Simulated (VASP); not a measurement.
# Be4Br3F2 (P6/mmm) in VASP: single point with PBE

Aim: the single point of Be4Br3F2 with PBE.

Program: VASP 6.6.1. These are calculated values, not measurements. Logs are shortened: lines on timing, memory, paths and dates and some standing lists are left out, and cuts for length are marked.

## Step 1: The cell of the first run

It takes space group P6/mmm (No. 191, hexagonal). The conventional cell has a = 5.393 Å, b = 5.393 Å, c = 11.056 Å, α = 90.00°, β = 90.00°, γ = 120.00°. Be (site symmetry 3m) has 1 F at 1.53 Å within 2.0 Å. Within 3.6 Å of Br (site symmetry mmm) lie 4 Br at 2.70 Å. Within 2.0 Å of F (site symmetry -6m2) lie 2 Be at 1.53 Å.

The cell was built from a structure type or drawn by symmetry, and may not be a known phase.

## Step 2: Single point, PBE, collinear spin

The input, INCAR:

```
PREC = Accurate ; ENCUT = 520
EDIFF = 1E-7 ; ISMEAR = 0
SIGMA = 0.1 ; LREAL = False
LASPH = True ; NELM = 150
ALGO = Normal ; ISIF = 2
LWAVE = False ; LCHARG = False
ISPIN = 2 ; MAGMOM = 0 0 0 0 0 0 0 1 1
LORBIT = 11 ; GGA = PE
NBANDS = 36
```

The input, KPOINTS:

```
regular mesh
0
Gamma
  6 6 2
```

The input, POSCAR:

```
Be4Br3F2
1.0
    5.3931148905      0.0000000000      0.0000000000
   -2.6965574453      4.6705745007      0.0000000000
    0.0000000000      0.0000000000     11.0564227451
Be Br F
4 3 2
Direct
    0.3333333333      0.6666666667      0.6383036766
    0.6666666667      0.3333333333      0.6383036766
    0.6666666667      0.3333333333      0.3616963234
    0.3333333333      0.6666666667      0.3616963234
    0.5000000000      0.0000000000      0.0000000000
    0.0000000000      0.5000000000      0.0000000000
    0.5000000000      0.5000000000      0.0000000000
    0.3333333333      0.6666666667      0.5000000000
    0.6666666667      0.3333333333      0.5000000000
```

Potentials or basis: VASP PAW PBE potentials, release 64 (Be, Br, F).

Launch:

```sh
> cat potpaw_PBE.64/Be/POTCAR potpaw_PBE.64/Br/POTCAR potpaw_PBE.64/F/POTCAR > POTCAR
> mpirun -np 1 vasp_std > vasp.out
```

OUTCAR:

```text
PREC = Accurate
   ENCUT = 520
   EDIFF = 1E-7
   ISMEAR = 0
   LREAL = False
   LASPH = True
   NELM = 150
   ISIF = 2
   ISPIN = 2
   LORBIT = 11
   GGA = PE

 ion  position               nearest neighbor table
   1  0.333  0.667  0.638-   8 1.53
   2  0.667  0.333  0.638-   9 1.53
   3  0.667  0.333  0.362-   9 1.53
   4  0.333  0.667  0.362-   8 1.53
   5  0.500  0.000  0.000-   6 2.70   6 2.70   7 2.70   7 2.70
   6  0.000  0.500  0.000-   5 2.70   5 2.70   7 2.70   7 2.70
   7  0.500  0.500  0.000-   6 2.70   6 2.70   5 2.70   5 2.70
   8  0.333  0.667  0.500-   1 1.53   4 1.53
   9  0.667  0.333  0.500-   2 1.53   3 1.53

  LATTYP: Found a hexagonal cell.
 ALAT       =     5.3931148905
 C/A-ratio  =     2.0500996121

  Lattice vectors:

 A1 = (   5.3931148905,   0.0000000000,   0.0000000000)
 A2 = (  -2.6965574453,   4.6705745007,   0.0000000000)
 A3 = (   0.0000000000,   0.0000000000,  11.0564227451)

Analysis of symmetry for initial positions (statically):
=====================================================================
 Subroutine PRICEL returns:
 Original cell was already a primitive cell.

 Routine SETGRP: Setting up the symmetry group for a
 hexagonal supercell.

 Subroutine GETGRP returns: Found 24 space group operations
 (whereof 24 operations were pure point group operations)
 out of a pool of 24 trial point group operations.

The static configuration has the point symmetry D_6h.

Analysis of symmetry for dynamics (positions and initial velocities):
=====================================================================
 Subroutine PRICEL returns:
 Original cell was already a primitive cell.

 Routine SETGRP: Setting up the symmetry group for a
 hexagonal supercell.

 Subroutine GETGRP returns: Found 24 space group operations
 (whereof 24 operations were pure point group operations)
 out of a pool of 24 trial point group operations.

The dynamic configuration has the point symmetry D_6h.

Analysis of structural, dynamic, and magnetic symmetry:
=====================================================================
 Subroutine PRICEL returns:
 Original cell was already a primitive cell.

 Routine SETGRP: Setting up the symmetry group for a
 hexagonal supercell.

 Subroutine GETGRP returns: Found 24 space group operations
 (whereof 24 operations were pure point group operations)
 out of a pool of 24 trial point group operations.

The overall configuration has the point symmetry D_6h.

 Subroutine INISYM returns: Found 24 space group operations
 (whereof 24 operations are pure point group operations),
 and found     1 'primitive' translations

----------------------------------------------------------------------------------------

                                     Primitive cell

  volume of cell :     278.4996

  direct lattice vectors                    reciprocal lattice vectors
     5.393114890  0.000000000  0.000000000     0.185421601  0.107053212  0.000000000
    -2.696557445  4.670574501  0.000000000     0.000000000  0.214106423  0.000000000
     0.000000000  0.000000000 11.056422745     0.000000000  0.000000000  0.090445167

  length of vectors
     5.393114890  5.393114891 11.056422745     0.214106423  0.214106423  0.090445167

  position of ions in fractional coordinates (direct lattice)
     0.333333333  0.666666667  0.638303677
     0.666666667  0.333333333  0.638303677
     0.666666667  0.333333333  0.361696323
     0.333333333  0.666666667  0.361696323
     0.500000000  0.000000000  0.000000000
     1.000000000  0.500000000  0.000000000
     0.500000000  0.500000000  0.000000000
     0.333333333  0.666666667  0.500000000
     0.666666667  0.333333333  0.500000000

  ion indices of the primitive-cell ions
   primitive index   ion index
                 1           1
                 2           2
                 3           3
                 4           4
                 5           5
                 6           6
                 7           7
                 8           8
                 9           9

----------------------------------------------------------------------------------------

 KPOINTS: regular mesh

Automatic generation of k-mesh.
 Grid dimensions read from file:
 generate k-points for:    6    6    2

 Generating k-lattice:

  Cartesian coordinates                     Fractional coordinates (reciprocal lattice)
     0.030903600  0.017842202  0.000000000     0.166666667 -0.000000000  0.000000000
     0.000000000  0.035684404  0.000000000     0.000000000  0.166666667  0.000000000
     0.000000000  0.000000000  0.045222583     0.000000000  0.000000000  0.500000000

  Length of vectors
     0.035684404  0.035684404  0.045222583

  Shift w.r.t. Gamma in fractional coordinates (k-lattice)
     0.000000000  0.000000000  0.000000000

 Subroutine IBZKPT returns following result:
 ===========================================

 Found     14 irreducible k-points:

 Following reciprocal coordinates:
            Coordinates               Weight
  0.000000  0.000000  0.000000      1.000000
  0.166667  0.000000  0.000000      6.000000
  0.333333  0.000000  0.000000      6.000000
  0.500000  0.000000  0.000000      3.000000
  0.166667  0.166667  0.000000      6.000000
  0.333333  0.166667  0.000000     12.000000
  0.333333  0.333333  0.000000      2.000000
  0.000000  0.000000  0.500000      1.000000
  0.166667  0.000000  0.500000      6.000000
  0.333333  0.000000  0.500000      6.000000
  0.500000  0.000000  0.500000      3.000000
  0.166667  0.166667  0.500000      6.000000
  0.333333  0.166667  0.500000     12.000000
  0.333333  0.333333  0.500000      2.000000
   k-points           NKPTS =     14   k-points in BZ     NKDIM =     14   number of bands    NBANDS=     36
   number of dos      NEDOS =    301   number of ions     NIONS =      9
   total plane-waves  NPLWV = 134400
   dimension x,y,z NGX =    40 NGY =   40 NGZ =   84
   dimension x,y,z NGXF=    80 NGYF=   80 NGZF=  168
   ions per type =               4   3   2
   NGX,Y,Z   is equivalent  to a cutoff of  12.33, 12.33, 12.63 a.u.
   NGXF,Y,Z  is equivalent  to a cutoff of  24.66, 24.66, 25.26 a.u.
 SYSTEM =  unknown system
   PREC   = accura    normal or accurate (medium, high low for compatibility)
   ISTART =      0    job   : 0-new  1-cont  2-samecut
   ICHARG =      2    charge: 1-file 2-atom 10-const
   ISPIN  =      2    spin polarized calculation?
   LNONCOLLINEAR =      F non collinear calculations
   LSORBIT =      F    spin-orbit coupling
   LASPH  =      T    aspherical Exc in radial PAW
   ENCUT  =  520.0 eV  38.22 Ry    6.18 a.u.  10.03 10.03 20.56*2*pi/ulx,y,z
   NELM   =    150;   NELMIN=  2; NELMDL= -5     # of ELM steps
   EDIFF  = 0.1E-06   stopping-criterion for ELM
   LREAL  =      F    real-space projection
   EDIFFG = 0.1E-05   stopping-criterion for IOM
   NSW    =      0    number of steps for IOM
   IBRION =     -1    ionic relax: 0-MD 1-quasi-New 2-CG
   NFREE  =      0    steps in history (QN), initial steepest desc. (CG)
   ISIF   =      2    stress and relaxation
   ISYM   =      2    0-nonsym 1-usesym 2-fastsym
   POTIM  = 0.5000    time-step for ionic-motion
   TEBEG  =    0.0;   TEEND  =   0.0 temperature during run
   PSTRESS=    0.0 pullay stress
   NELECT =      43.0000    total number of electrons
   NUPDOWN=      -1.0000    fix difference up-down
   EMIN   =  10.00;   EMAX   =-10.00  energy-range for DOS
   EFERMI =   0.00;   METHOD = LEGACY
   ISMEAR =     0;   SIGMA  =   0.10  broadening in eV -4-tet -1-fermi 0-gaus
   EFERMI_NEDOS =   21; number of points for ismear=-14 and -15
   IALGO  =     38    algorithm
   IMIX   =      4    mixing-type and parameters
     AMIX     =   0.40;   BMIX     =  1.00
     AMIX_MAG =   1.60;   BMIX_MAG =  1.00
  volume/ion in A,a.u.               =      30.94       208.82
  Fermi-wavevector in a.u.,A,eV,Ry     =   0.878259  1.659670 10.494711  0.771339
  Thomas-Fermi vector in A             =   1.998321
   LORBIT       =     11    0 simple, 1 ext, 2 COOP (PROOUT), +10 PAW based schemes
   GGA     = PE    functional components
   LHFCALC =     F    Hartree Fock is set to
   AEXX    =    0.0000 exact exchange contribution
   IVDW    =     0    specifies the selected vdW correction
   LEPSILON=     F    determine dielectric tensor
   LRPA    =     F    only Hartree local field effects (RPA)
 spin polarized calculation
 Gauss-broadening in eV      SIGMA  =   0.10
  energy-cutoff  :      520.00
  volume of cell :      278.50
 maximum number of plane-waves:      7536
   NGX = 21   NGY = 21   NGZ = 41

 number of electron      42.9999972 magnetization       0.0007040

 number of electron      42.9999972 magnetization      -0.0001752

 Free energy of the ion-electron system (eV)
  ---------------------------------------------------
  ext. energy  EPLUGINS =         0.00000000
  ---------------------------------------------------
  free energy    TOTEN  =       -21.82616841 eV

  energy without entropy =      -21.81366156  energy(sigma->0) =      -21.81991499

 E-fermi :  -0.1592     XC(G=0):  -6.5442

 val. band max:       -0.3612691427   @ k =   0.3333   0.1667   0.0000
 cond. band min:      -0.1200999584   @ k =   0.3333   0.0000   0.0000
 fundamental gap:      0.2411691843
 Fermi energy:        -0.1591626491

 spin component 1

 k-point     1 :       0.0000    0.0000    0.0000
  band No.  band energies     occupation
      1     -27.6554      1.00000
      2     -27.5332      1.00000
      3     -17.7056      1.00000
      4     -14.6385      1.00000
      5     -14.6385      1.00000
      6     -11.1581      1.00000
[... 25 lines left out ...]
     32       4.0930      0.00000
     33       4.0930      0.00000
[... 436 lines left out ...]
      2     -27.5947      1.00000
      3     -16.5276      1.00000
      4     -16.5276      1.00000
      5     -14.7729      1.00000
      6     -11.0264      1.00000
[... 25 lines left out ...]
     32       5.8144      0.00000
     33       5.8144      0.00000
 Fermi energy:        -0.1591626491

 spin component 2

 k-point     1 :       0.0000    0.0000    0.0000
  band No.  band energies     occupation
      1     -27.6554      1.00000
      2     -27.5332      1.00000
      3     -17.7056      1.00000
      4     -14.6385      1.00000
      5     -14.6385      1.00000
      6     -11.1581      1.00000
[... 25 lines left out ...]
     32       4.0930      0.00000
     33       4.0930      0.00000
[... 436 lines left out ...]
      2     -27.5947      1.00000
      3     -16.5276      1.00000
      4     -16.5276      1.00000
      5     -14.7729      1.00000
      6     -11.0264      1.00000
[... 25 lines left out ...]
     32       5.8144      0.00000
     33       5.8144      0.00000
 [bands above 33 left out]

------------------------ aborting loop because EDIFF is reached ----------------------------------------

  FORCE on cell =-STRESS in cart. coord.  units (eV):
  Direction    XX          YY          ZZ          XY          YZ          ZX
  --------------------------------------------------------------------------------------
  -------------------------------------------------------------------------------------
  Total       -0.0561245     -0.0561245      0.4887811      0.0000000      0.0000000      0.0000000
  in kB       -0.3228781     -0.3228781      2.8119034      0.0000000      0.0000000      0.0000000
  external PRESSURE =       0.7220491 kB  Pullay stress =       0.0000000 kB

 VOLUME and BASIS-vectors are now :
 -----------------------------------------------------------------------------
  energy-cutoff  :      520.00
  volume of cell :      278.50
      direct lattice vectors                 reciprocal lattice vectors
     5.393114890  0.000000000  0.000000000     0.185421601  0.107053212  0.000000000
    -2.696557445  4.670574501  0.000000000     0.000000000  0.214106423  0.000000000
     0.000000000  0.000000000 11.056422745     0.000000000  0.000000000  0.090445167

 POSITION                                       TOTAL-FORCE (eV/Angst)
 -----------------------------------------------------------------------------------
     -0.00000      3.11372      7.05736        -0.000000     -0.000000      0.058455
      2.69656      1.55686      7.05736        -0.000000      0.000000      0.058455
      2.69656      1.55686      3.99907        -0.000000      0.000000     -0.058455
     -0.00000      3.11372      3.99907        -0.000000     -0.000000     -0.058455
      2.69656      0.00000      0.00000        -0.000000      0.000000      0.000000
     -1.34828      2.33529      0.00000        -0.000000      0.000000      0.000000
      1.34828      2.33529      0.00000        -0.000000      0.000000      0.000000
     -0.00000      3.11372      5.52821         0.000000     -0.000000     -0.000000
      2.69656      1.55686      5.52821        -0.000000      0.000000      0.000000
 -----------------------------------------------------------------------------------
    total drift:                               -0.000000      0.000000     -0.000000

  FREE ENERGIE OF THE ION-ELECTRON SYSTEM (eV)
  ---------------------------------------------------
  free  energy   TOTEN  =       -21.8261684141 eV

  energy  without entropy=      -21.8136615577  energy(sigma->0) =      -21.81991499

 total charge

# of ion       s       p       d       tot
------------------------------------------
    1        0.445   0.348   0.000   0.793
    2        0.445   0.348   0.000   0.793
    3        0.445   0.348   0.000   0.793
    4        0.445   0.348   0.000   0.793
    5        1.659   3.049   0.049   4.757
    6        1.659   3.049   0.049   4.757
    7        1.659   3.049   0.049   4.757
    8        1.744   4.429   0.000   6.173
    9        1.744   4.429   0.000   6.173
--------------------------------------------------
tot         10.243  19.398   0.147  29.788

 magnetization (x)

# of ion       s       p       d       tot
------------------------------------------
    1       -0.000  -0.000   0.000  -0.000
    2       -0.000  -0.000   0.000  -0.000
    3       -0.000  -0.000   0.000  -0.000
    4       -0.000  -0.000   0.000  -0.000
    5        0.000  -0.000   0.000  -0.000
    6        0.000  -0.000   0.000  -0.000
    7        0.000  -0.000   0.000  -0.000
    8        0.000   0.000   0.000   0.000
    9        0.000   0.000   0.000   0.000
--------------------------------------------------
tot         -0.000  -0.000   0.000  -0.000
```

Wall time 5 min (1 thread of Intel Xeon Platinum 8488C (Sapphire Rapids), shared host); peak memory 0.55 GiB.

Results:

- Free energy: -21.8262 eV
- Pressure: 0.1 GPa
- Largest force: 0.058 eV/Å
- Net moment: 0.00 μB per cell
- Valence electrons inside the program's atomic spheres: Be 0.79; Br 4.76; F 6.17

Forces on the atoms (eV/Å):
```
Be   0.000  0.000  0.058
Be   0.000  0.000  0.058
Be   0.000  0.000 -0.058
Be   0.000  0.000 -0.058
Br   0.000  0.000  0.000
Br   0.000  0.000  0.000
Br   0.000  0.000  0.000
F    0.000  0.000  0.000
F    0.000  0.000  0.000
```

Stress tensor (GPa, compression positive):
```
-0.03  0.00  0.00
 0.00 -0.03  0.00
 0.00  0.00  0.28
```
